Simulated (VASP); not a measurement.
A run of VASP 6.6.1 is set up as follows.

Contents of INCAR:

```
ALGO = Normal
EDIFF = 1E-6
ENCUT = 520
GGA = PE
ISIF = 2
ISMEAR = -1
ISPIN = 2
LASPH = T
LCHARG = T
LDAU = T
LDAUJ = 0 0
LDAUL = 2 -1
LDAUPRINT = 1
LDAUTYPE = 2
LDAUU = 4.6 0
LELF = T
LMAXMIX = 4
LORBIT = 11
LREAL = F
LVHAR = T
LWAVE = F
MAGMOM = 4.5 4.5 4.5 4.5 0 0 0 0
NBANDS = 48
NELM = 150
PREC = Accurate
SIGMA = 0.05
```

Contents of KPOINTS:

```
k-points
0
Gamma
  5 5 5
```

The input POSCAR:

```
MnSi
1.0
    4.5580000000      0.0000000000      0.0000000000
    0.0000000000      4.5580000000      0.0000000000
    0.0000000000      0.0000000000      4.5580000000
Mn Si
4 4
Direct
    0.1380000000      0.1380000000      0.1380000000
    0.3620000000      0.8620000000      0.6380000000
    0.6380000000      0.3620000000      0.8620000000
    0.8620000000      0.6380000000      0.3620000000
    0.8450000000      0.8450000000      0.8450000000
    0.6550000000      0.1550000000      0.3450000000
    0.3450000000      0.6550000000      0.1550000000
    0.1550000000      0.3450000000      0.6550000000
```

Potentials or basis: VASP PAW PBE potentials, release 64 (Mn_pv, Si).

The run is started by

```sh
$ cat potpaw_PBE.64/Mn_pv/POTCAR potpaw_PBE.64/Si/POTCAR > POTCAR
$ mpirun -np 1 vasp_std > vasp.out
```

Question: Estimate the site moments.

Answer: Mn +3.16; Si -0.22 μB.

Question: What does it give for the pressure?

Answer: 24.5 GPa.

Question: What does it give for the net moment?

Answer: 10.90 μB per cell.

Forces in eV/Å, atoms in the order of the input:
```
Mn   0.401  0.401  0.401
Mn  -0.401 -0.401  0.401
Mn   0.401 -0.401 -0.401
Mn  -0.401  0.401 -0.401
Si   0.026  0.026  0.026
Si  -0.026 -0.026  0.026
Si   0.026 -0.026 -0.026
Si  -0.026  0.026 -0.026
```

Caveat: the U is typed as a test and isn't derived for this compound. The state reached can hang on the start; a lower one may exist.
